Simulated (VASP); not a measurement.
# B (P6_3/mmc) in VASP: a series of runs

Runs on B. Level: PBE. Tasks: single point, relaxation of cell and atoms.

Everything below comes from runs of VASP 6.6.1. Logs are shortened: lines on timing, memory, paths and dates and some standing lists are left out, and cuts for length are marked.

**1. The cell of the first run**

It takes space group P6_3/mmc (No. 194, hexagonal). Conventional cell: a = 2.886 Å, b = 2.886 Å, c = 11.832 Å, α = 90.00°, β = 90.00°, γ = 120.00°. Within 2.4 Å of B (site symmetry 3m) lie 6 B at 1.79 to 1.92 Å. Within 2.1 Å of B (site symmetry 3m) lie 7 B at 1.60 to 1.96 Å. Within 2.1 Å of B (site symmetry 3m) lie 5 B at 1.60 to 1.79 Å.

This isn't the form of B at room conditions, which is rhombohedral.

**2. Single point, PBE**

INCAR reads:

```
PREC = Accurate ; ENCUT = 520
EDIFF = 1E-6 ; ISMEAR = 0
SIGMA = 0.1 ; LREAL = False
LASPH = True ; NELM = 60
ALGO = Normal ; ISIF = 2
LWAVE = False ; LCHARG = False
GGA = PE ; NBANDS = 30
```

KPOINTS reads:

```
regular mesh
0
Gamma
  6 6 2
```

POSCAR reads:

```
B
1.0
    2.8856845687      0.0000000030      0.0000000000
   -1.4428422869      2.4990761423      0.0000000000
    0.0000000000      0.0000000000     11.8316697508
B
12
Direct
    0.0000000000      0.0000000000      0.1241137768
    0.0000000000      0.0000000000      0.6241137768
    0.0000000000      0.0000000000      0.3758862232
    0.0000000000      0.0000000000      0.8758862232
    0.3333333333      0.6666666667      0.5433202614
    0.6666666667      0.3333333333      0.0433202614
    0.3333333333      0.6666666667      0.9566797386
    0.6666666667      0.3333333333      0.4566797386
    0.3333333333      0.6666666667      0.6785425190
    0.6666666667      0.3333333333      0.1785425190
    0.3333333333      0.6666666667      0.8214574810
    0.6666666667      0.3333333333      0.3214574810
```

Potentials or basis: VASP PAW PBE potentials, release 64 (B).

On the command line:

```sh
cat potpaw_PBE.64/B/POTCAR > POTCAR
mpirun -np 1 vasp_std > vasp.out
```

OUTCAR:

```text
PREC = Accurate
   ENCUT = 520
   EDIFF = 1E-6
   ISMEAR = 0
   LREAL = False
   LASPH = True
   NELM = 60
   ISIF = 2
   GGA = PE

 ion  position               nearest neighbor table
   1  0.000  0.000  0.124-  10 1.79  10 1.79  10 1.79   6 1.92   6 1.92   6 1.92
   2  0.000  0.000  0.624-   9 1.79   9 1.79   9 1.79   5 1.92   5 1.92   5 1.92
   3  0.000  0.000  0.376-  12 1.79  12 1.79  12 1.79   8 1.92   8 1.92   8 1.92
   4  0.000  0.000  0.876-  11 1.79  11 1.79  11 1.79   7 1.92   7 1.92   7 1.92
   5  0.333  0.667  0.543-   9 1.60   2 1.92   2 1.92   2 1.92   8 1.96   8 1.96   8 1.96
   6  0.667  0.333  0.043-  10 1.60   1 1.92   1 1.92   1 1.92   7 1.96   7 1.96   7 1.96
   7  0.333  0.667  0.957-  11 1.60   4 1.92   4 1.92   4 1.92   6 1.96   6 1.96   6 1.96
   8  0.667  0.333  0.457-  12 1.60   3 1.92   3 1.92   3 1.92   5 1.96   5 1.96   5 1.96
   9  0.333  0.667  0.679-   5 1.60  11 1.69   2 1.79   2 1.79   2 1.79
  10  0.667  0.333  0.179-   6 1.60  12 1.69   1 1.79   1 1.79   1 1.79
  11  0.333  0.667  0.821-   7 1.60   9 1.69   4 1.79   4 1.79   4 1.79
  12  0.667  0.333  0.321-   8 1.60  10 1.69   3 1.79   3 1.79   3 1.79

  LATTYP: Found a hexagonal cell.
 ALAT       =     2.8856845687
 C/A-ratio  =     4.1001258000

  Lattice vectors:

 A1 = (   2.8856845687,   0.0000000030,   0.0000000000)
 A2 = (  -1.4428422869,   2.4990761423,   0.0000000000)
 A3 = (   0.0000000000,   0.0000000000,  11.8316697508)

Analysis of symmetry for initial positions (statically):
=====================================================================
 Subroutine PRICEL returns:
 Original cell was already a primitive cell.

 Routine SETGRP: Setting up the symmetry group for a
 hexagonal supercell.

 Subroutine GETGRP returns: Found 24 space group operations
 (whereof 12 operations were pure point group operations)
 out of a pool of 24 trial point group operations.

The static configuration has the point symmetry D_3d.
 The point group associated with its full space group is D_6h.

Analysis of symmetry for dynamics (positions and initial velocities):
=====================================================================
 Subroutine PRICEL returns:
 Original cell was already a primitive cell.

 Routine SETGRP: Setting up the symmetry group for a
 hexagonal supercell.

 Subroutine GETGRP returns: Found 24 space group operations
 (whereof 12 operations were pure point group operations)
 out of a pool of 24 trial point group operations.

The dynamic configuration has the point symmetry D_3d.
 The point group associated with its full space group is D_6h.

 Subroutine INISYM returns: Found 24 space group operations
 (whereof 12 operations are pure point group operations),
 and found     1 'primitive' translations

----------------------------------------------------------------------------------------

                                     Primitive cell

  volume of cell :      85.3246

  direct lattice vectors                    reciprocal lattice vectors
     2.885684569  0.000000003  0.000000000     0.346538222  0.200073936  0.000000000
    -1.442842287  2.499076142  0.000000000    -0.000000000  0.400147872  0.000000000
     0.000000000  0.000000000 11.831669751     0.000000000  0.000000000  0.084518924

  length of vectors
     2.885684569  2.885684569 11.831669751     0.400147872  0.400147872  0.084518924

  position of ions in fractional coordinates (direct lattice)
     0.000000000  0.000000000  0.124113777
     0.000000000  0.000000000  0.624113777
     0.000000000  0.000000000  0.375886223
     0.000000000  0.000000000  0.875886223
     0.333333333  0.666666667  0.543320261
     0.666666667  0.333333333  0.043320261
     0.333333333  0.666666667  0.956679739
     0.666666667  0.333333333  0.456679739
     0.333333333  0.666666667  0.678542519
     0.666666667  0.333333333  0.178542519
     0.333333333  0.666666667  0.821457481
     0.666666667  0.333333333  0.321457481

  ion indices of the primitive-cell ions
   primitive index   ion index
                 1           1
                 2           2
                 3           3
                 4           4
                 5           5
                 6           6
                 7           7
                 8           8
                 9           9
                10          10
                11          11
                12          12

----------------------------------------------------------------------------------------

 KPOINTS: regular mesh

Automatic generation of k-mesh.
 Grid dimensions read from file:
 generate k-points for:    6    6    2

 Generating k-lattice:

  Cartesian coordinates                     Fractional coordinates (reciprocal lattice)
     0.057756370  0.033345656  0.000000000     0.166666667 -0.000000000  0.000000000
    -0.000000000  0.066691312  0.000000000     0.000000000  0.166666667  0.000000000
     0.000000000  0.000000000  0.042259462     0.000000000  0.000000000  0.500000000

  Length of vectors
     0.066691312  0.066691312  0.042259462

  Shift w.r.t. Gamma in fractional coordinates (k-lattice)
     0.000000000  0.000000000  0.000000000

 Subroutine IBZKPT returns following result:
 ===========================================

 Found     14 irreducible k-points:

 Following reciprocal coordinates:
            Coordinates               Weight
  0.000000  0.000000  0.000000      1.000000
  0.166667 -0.000000  0.000000      6.000000
  0.333333 -0.000000  0.000000      6.000000
  0.500000  0.000000  0.000000      3.000000
  0.166667  0.166667  0.000000      6.000000
  0.333333  0.166667  0.000000     12.000000
  0.333333  0.333333  0.000000      2.000000
  0.000000  0.000000  0.500000      1.000000
  0.166667 -0.000000  0.500000      6.000000
  0.333333 -0.000000  0.500000      6.000000
  0.500000  0.000000  0.500000      3.000000
  0.166667  0.166667  0.500000      6.000000
  0.333333  0.166667  0.500000     12.000000
  0.333333  0.333333  0.500000      2.000000
   k-points           NKPTS =     14   k-points in BZ     NKDIM =     14   number of bands    NBANDS=     30
   number of dos      NEDOS =    301   number of ions     NIONS =     12
   total plane-waves  NPLWV =  51840
   dimension x,y,z NGX =    24 NGY =   24 NGZ =   90
   dimension x,y,z NGXF=    48 NGYF=   48 NGZF=  180
   ions per type =              12
   NGX,Y,Z   is equivalent  to a cutoff of  13.83, 13.83, 12.65 a.u.
   NGXF,Y,Z  is equivalent  to a cutoff of  27.65, 27.65, 25.29 a.u.
 SYSTEM =  unknown system
   PREC   = accura    normal or accurate (medium, high low for compatibility)
   ISTART =      0    job   : 0-new  1-cont  2-samecut
   ICHARG =      2    charge: 1-file 2-atom 10-const
   ISPIN  =      1    spin polarized calculation?
   LNONCOLLINEAR =      F non collinear calculations
   LSORBIT =      F    spin-orbit coupling
   LASPH  =      T    aspherical Exc in radial PAW
   ENCUT  =  520.0 eV  38.22 Ry    6.18 a.u.   5.37  5.37 22.00*2*pi/ulx,y,z
   NELM   =     60;   NELMIN=  2; NELMDL= -5     # of ELM steps
   EDIFF  = 0.1E-05   stopping-criterion for ELM
   LREAL  =      F    real-space projection
   EDIFFG = 0.1E-04   stopping-criterion for IOM
   NSW    =      0    number of steps for IOM
   IBRION =     -1    ionic relax: 0-MD 1-quasi-New 2-CG
   NFREE  =      0    steps in history (QN), initial steepest desc. (CG)
   ISIF   =      2    stress and relaxation
   ISYM   =      2    0-nonsym 1-usesym 2-fastsym
   POTIM  = 0.5000    time-step for ionic-motion
   TEBEG  =    0.0;   TEEND  =   0.0 temperature during run
   PSTRESS=    0.0 pullay stress
   NELECT =      36.0000    total number of electrons
   NUPDOWN=      -1.0000    fix difference up-down
   EMIN   =  10.00;   EMAX   =-10.00  energy-range for DOS
   EFERMI =   0.00;   METHOD = LEGACY
   ISMEAR =     0;   SIGMA  =   0.10  broadening in eV -4-tet -1-fermi 0-gaus
   EFERMI_NEDOS =   21; number of points for ismear=-14 and -15
   IALGO  =     38    algorithm
   IMIX   =      4    mixing-type and parameters
     AMIX     =   0.40;   BMIX     =  1.00
     AMIX_MAG =   1.60;   BMIX_MAG =  1.00
  volume/ion in A,a.u.               =       7.11        47.98
  Fermi-wavevector in a.u.,A,eV,Ry     =   1.227866  2.320330 20.512881  1.507654
  Thomas-Fermi vector in A             =   2.362813
   LORBIT       =      0    0 simple, 1 ext, 2 COOP (PROOUT), +10 PAW based schemes
   GGA     = PE    functional components
   LHFCALC =     F    Hartree Fock is set to
   AEXX    =    0.0000 exact exchange contribution
   IVDW    =     0    specifies the selected vdW correction
   LEPSILON=     F    determine dielectric tensor
   LRPA    =     F    only Hartree local field effects (RPA)
 non-spin polarized calculation
 Gauss-broadening in eV      SIGMA  =   0.10
  energy-cutoff  :      520.00
  volume of cell :       85.32
 maximum number of plane-waves:      2348
 NGX is ok and might be reduce to    24
   NGX = 11   NGY = 11   NGZ = 43

 number of electron      36.0000000 magnetization

 Free energy of the ion-electron system (eV)
  ---------------------------------------------------
  ext. energy  EPLUGINS =         0.00000000
  ---------------------------------------------------
  free energy    TOTEN  =       -73.55256335 eV

  energy without entropy =      -73.52033042  energy(sigma->0) =      -73.53644688

 E-fermi :   6.4852     XC(G=0): -11.8692

 val. band max:        6.4719556569   @ k =   0.0000   0.0000   0.5000
 cond. band min:       6.4924387143   @ k =   0.3333   0.1667   0.5000
 fundamental gap:      0.0204830574
 Fermi energy:         6.4851971094

 k-point     1 :       0.0000    0.0000    0.0000
  band No.  band energies     occupation
      1      -9.4427      2.00000
      2      -9.1188      2.00000
      3      -7.8770      2.00000
      4      -6.8551      2.00000
      5      -4.4230      2.00000
      6      -1.5283      2.00000
[... 22 lines left out ...]
     29      13.8473      0.00000
     30      14.2571      0.00000

 k-point     2 :       0.1667   -0.0000    0.0000
  band No.  band energies     occupation
      1      -8.9202      2.00000
      2      -8.5965      2.00000
      3      -7.3741      2.00000
      4      -6.3749      2.00000
      5      -3.8937      2.00000
      6      -1.0635      2.00000
[... 22 lines left out ...]
     29      14.0574      0.00000
     30      14.4549      0.00000

 k-point     3 :       0.3333   -0.0000    0.0000
  band No.  band energies     occupation
      1      -7.3695      2.00000
      2      -7.0465      2.00000
      3      -5.9070      2.00000
      4      -4.9979      2.00000
      5      -2.3730      2.00000
      6      -1.1747      2.00000
[... 22 lines left out ...]
     29      13.8125      0.00000
     30      14.5957      0.00000

 k-point     4 :       0.5000    0.0000    0.0000
  band No.  band energies     occupation
      1      -5.0757      2.00000
      2      -4.8945      2.00000
      3      -4.7478      2.00000
      4      -4.5167      2.00000
      5      -3.4078      2.00000
      6      -2.8003      2.00000
[... 286 lines left out ...]
     29      14.9999      0.00000
     30      14.9999      0.00000

 k-point    13 :       0.3333    0.1667    0.5000
  band No.  band energies     occupation
      1      -5.7373      2.00000
      2      -5.7373      2.00000
      3      -4.2369      2.00000
      4      -4.2369      2.00000
      5      -2.3683      2.00000
      6      -2.3683      2.00000
[... 22 lines left out ...]
     29      14.8450      0.00000
     30      14.8450      0.00000

 k-point    14 :       0.3333    0.3333    0.5000
  band No.  band energies     occupation
      1      -3.9157      2.00000
      2      -3.9157      2.00000
      3      -3.5900      2.00000
      4      -3.5900      2.00000
      5      -2.8736      2.00000
      6      -2.8736      2.00000
[... 22 lines left out ...]
     29      15.9908      0.00000
     30      15.9908      0.00000

------------------------ aborting loop because EDIFF is reached ----------------------------------------

  FORCE on cell =-STRESS in cart. coord.  units (eV):
  Direction    XX          YY          ZZ          XY          YZ          ZX
  --------------------------------------------------------------------------------------
  -------------------------------------------------------------------------------------
  Total        0.0043122      0.0043122      0.0638780      0.0000000      0.0000000     -0.0000000
  in kB        0.0809713      0.0809713      1.1994654      0.0000000      0.0000000     -0.0000000
  external PRESSURE =       0.4538027 kB  Pullay stress =       0.0000000 kB

 VOLUME and BASIS-vectors are now :
 -----------------------------------------------------------------------------
  energy-cutoff  :      520.00
  volume of cell :       85.32
      direct lattice vectors                 reciprocal lattice vectors
     2.885684569  0.000000003  0.000000000     0.346538222  0.200073936  0.000000000
    -1.442842287  2.499076142  0.000000000    -0.000000000  0.400147872  0.000000000
     0.000000000  0.000000000 11.831669751     0.000000000  0.000000000  0.084518924

 POSITION                                       TOTAL-FORCE (eV/Angst)
 -----------------------------------------------------------------------------------
      0.00000      0.00000      1.46847         0.000000     -0.000000     -0.000795
      0.00000      0.00000      7.38431        -0.000000      0.000000     -0.000795
      0.00000      0.00000      4.44736        -0.000000     -0.000000      0.000795
      0.00000      0.00000     10.36320         0.000000      0.000000      0.000795
     -0.00000      1.66605      6.42839         0.000000      0.000000     -0.014388
      1.44284      0.83303      0.51255        -0.000000      0.000000     -0.014388
     -0.00000      1.66605     11.31912         0.000000     -0.000000      0.014388
      1.44284      0.83303      5.40328        -0.000000      0.000000      0.014388
     -0.00000      1.66605      8.02829         0.000000     -0.000000      0.028128
      1.44284      0.83303      2.11246         0.000000      0.000000      0.028128
     -0.00000      1.66605      9.71921         0.000000     -0.000000     -0.028128
      1.44284      0.83303      3.80338         0.000000      0.000000     -0.028128
 -----------------------------------------------------------------------------------
    total drift:                               -0.000000      0.000000      0.000000

  FREE ENERGIE OF THE ION-ELECTRON SYSTEM (eV)
  ---------------------------------------------------
  free  energy   TOTEN  =       -73.5525633462 eV

  energy  without entropy=      -73.5203304231  energy(sigma->0) =      -73.53644688
```

Run time: 18 s. Hardware: 1 thread of Intel Xeon 6975P-C (Granite Rapids), shared host; peak memory 0.2 GiB.

Results:

```
Free energy            : -73.5526 eV
Pressure               : 0.0 GPa
Largest force          : 0.028 eV/Å
Band gap on the k mesh : zero (bands 18 and 19 overlap by 3.76 eV)
```

Forces on the atoms (eV/Å):
```
B    0.000  0.000 -0.001
B    0.000  0.000 -0.001
B    0.000  0.000  0.001
B    0.000  0.000  0.001
B    0.000  0.000 -0.014
B    0.000  0.000 -0.014
B    0.000  0.000  0.014
B    0.000  0.000  0.014
B    0.000  0.000  0.028
B    0.000  0.000  0.028
B    0.000  0.000 -0.028
B    0.000  0.000 -0.028
```

Levels at points of the mesh, in eV from the Fermi level:
```
           k point  band 14  band 15  band 16  band 17  band 18  band 19  band 20  band 21  band 22  band 23
(0.00, 0.00, 0.00)    -0.23    -0.23     0.15     0.15     2.40     3.58     3.58     3.68     4.16     4.16
(0.50, 0.00, 0.00)    -3.87    -3.47    -3.31    -2.77    -1.77     0.34     1.32     1.90     2.86     3.06
(0.00, 0.00, 0.50)    -0.01    -0.01    -0.01     0.47     0.47     3.85     3.85     3.85     3.85     5.16
(0.50, 0.00, 0.50)    -4.12    -2.81    -2.81    -2.27    -2.27     0.65     0.65     2.72     2.72     2.99
```

Caveat: the k points lie up to 0.42 Å⁻¹ apart, too coarse for converged energies and pressures of a metal.

**3. Single point, PBE**

This run uses another cell than the first one, of 7.70 Å³/atom.

INCAR reads:

```
PREC = Accurate
ENCUT = 520
EDIFF = 1E-6
ISMEAR = 0
SIGMA = 0.1
LREAL = F
LASPH = T
NELM = 60
ALGO = Normal
ISIF = 2
LWAVE = F
LCHARG = F
GGA = PE
NBANDS = 30
```

KPOINTS reads:

```
Automatic mesh
0
Gamma
  6 6 2
```

POSCAR reads:

```
B
1.0
    2.7926715900      0.0000000000      0.0000000000
   -1.3963358000      2.4185245400      0.0000000000
    0.0000000000      0.0000000000     13.6812225300
B
12
Direct
    0.0000000000      0.0000000000      0.1875000000
    0.0000000000      0.0000000000      0.6875000000
    0.0000000000      0.0000000000      0.3125000000
    0.0000000000      0.0000000000      0.8125000000
    0.3333333300      0.6666666700      0.5208299800
    0.6666666700      0.3333333300      0.0208299800
    0.3333333300      0.6666666700      0.9791700200
    0.6666666700      0.3333333300      0.4791700200
    0.3333333300      0.6666666700      0.6458299800
    0.6666666700      0.3333333300      0.1458299800
    0.3333333300      0.6666666700      0.8541700200
    0.6666666700      0.3333333300      0.3541700200
```

Potentials or basis: VASP PAW PBE potentials, release 64 (B).

On the command line:

```sh
cat potpaw_PBE.64/B/POTCAR > POTCAR
mpirun -np 1 vasp_std > vasp.out
```

It took 22 s on 1 thread of Intel Xeon 6975P-C (Granite Rapids), shared host; peak memory 0.22 GiB.

The run converged. Its results:

| Quantity | Value |
| --- | --- |
| Free energy | -68.4988 eV |
| Pressure | 16.6 GPa |
| Largest force | 0.207 eV/Å |
| Band gap on the k mesh | zero (bands 18 and 19 overlap by 4.68 eV) |

Forces in eV/Å, atoms in the order of the input:
```
B    0.000  0.000 -0.198
B    0.000  0.000 -0.198
B    0.000  0.000  0.198
B    0.000  0.000  0.198
B    0.000  0.000 -0.207
B    0.000  0.000 -0.207
B    0.000  0.000  0.207
B    0.000  0.000  0.207
B    0.000  0.000  0.154
B    0.000  0.000  0.154
B    0.000  0.000 -0.154
B    0.000  0.000 -0.154
```

Stress tensor (GPa, compression positive):
```
18.08  0.00  0.00
 0.00 18.08  0.00
 0.00  0.00 13.59
```

Levels at points of the mesh, in eV from the Fermi level:
```tsv
k point	band 16	band 17	band 18	band 19	band 20	band 21
(0.00, 0.00, 0.00)	2.32	2.32	3.40	3.40	3.59	3.59
(0.50, 0.00, 0.00)	-0.75	-0.75	-0.72	-0.34	0.70	0.77
(0.00, 0.00, 0.50)	2.81	2.81	2.81	3.26	3.26	4.17
(0.50, 0.00, 0.50)	-1.17	-1.00	-1.00	-0.05	-0.05	1.11
```

Caveat: the k points lie up to 0.43 Å⁻¹ apart, too coarse for converged energies and pressures of a metal.

(Part 1 of 2 ends here.)

The gap in the log of VASP goes by the Fermi energy; the results here count the filled bands.